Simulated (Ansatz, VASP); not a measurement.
TiO2 in VASP and in Ansatz

```
Ti O
1.0
    -1.89210    1.89210    4.75730
     1.89210   -1.89210    4.75730
     1.89210    1.89210   -4.75730
Ti O
2 4
Direct
  0.75000 0.25000 0.50000
  0.00000 0.00000 0.00000
  0.79190 0.79190 0.00000
  0.54190 0.04190 0.50000
  0.95810 0.45810 0.50000
  0.20810 0.20810 0.00000
```

Alike in both runs: functional PBE; k mesh 10 × 10 × 10; occupations fermi-dirac, width 0.05 eV; no spin polarisation; Hubbard terms Ti d U = 6.0 eV.

|  | VASP | Ansatz |
| --- | --- | --- |
| version | VASP 6.6.1 | Ansatz 0.2.0 |
| potentials or method | VASP PAW PBE potentials, release 64 (Ti_sv, O) | Ansatz PAW |
| plane-wave cutoff (eV) | 520 | 420 |
| valence electrons in the cell | 48 | 48 |
| task | single point | projected density of states |

Ansatz gave:

* gap on the k mesh at the Fermi level (eV): 2.97
* least direct gap on the mesh (eV): 3.35
* pressure (GPa): 10.5
* traceless stress, the component that is largest in VASP (GPa): 0.14
* rms of the force components (eV/Å): 0.023

Question: Estimate VASP's values.

Answer: gap on the k mesh at the Fermi level (eV): 3.01; least direct gap on the mesh (eV): 3.39; pressure (GPa): 17.2; traceless stress, the component that is largest in VASP (GPa): -0.76; rms of the force components (eV/Å): 0.139.

The programs project onto different local orbitals, so the same U acts differently, and such runs can settle in different states. Atom by atom the forces differ by 0.116 eV/Å (rms over components).
